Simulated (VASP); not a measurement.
A run of VASP 6.6.1 is set up as follows.

The input INCAR:

```
ALGO     = Normal         # electronic algorithm
EDIFF    = 1E-8           # SCF threshold, eV
ENCUT    = 400            # plane-wave cutoff, eV
GGA_COMPAT= F            
ISIF     = 2              # what is computed and relaxed
ISMEAR   = -1             # smearing method
LASPH    = T              # aspherical terms in the spheres
LCHARG   = F              # write CHGCAR
LEFG     = T            
LREAL    = F              # projectors in reciprocal space
LWAVE    = F              # write WAVECAR
NBANDS   = 12             # bands
NELM     = 120            # most SCF steps
PREC     = Accurate       # precision mode
SIGMA    = 0.05           # smearing width, eV
```

File KPOINTS:

```
k-points
0
Gamma
  15 15 15
```

Contents of POSCAR:

```
Ti
1.0
    0.0000000000      1.9894000000      2.0300000000
    1.9894000000      0.0000000000      2.0300000000
    1.9894000000      1.9894000000      0.0000000000
Ti
1
Direct
    0.0000000000      0.0000000000      0.0000000000
```

Potentials or basis: VASP PAW LDA potentials, release 64 (Ti_sv).

Launch:

```bash
$ cat potpaw_LDA.64/Ti_sv/POTCAR > POTCAR
$ mpirun -np 1 vasp_std > vasp.out
```

What does it give for the band gap on the k mesh?

Zero (bands 6 and 7 overlap by 1.13 eV).

Predict the pressure.

-1.2 GPa.

Electric field gradients, principal values (V/Å²):
| atom | least | middle | greatest (by size) |
| --- | --- | --- | --- |
| 1 Ti | 1.018 | 1.022 | -2.041 |

Caveat: the cell differs from its parent crystal (equal xx and yy strain of -2 %); without QUAD_EFG the Cq values of the log hold for a quadrupole moment of 1 mb, not for the nuclei.
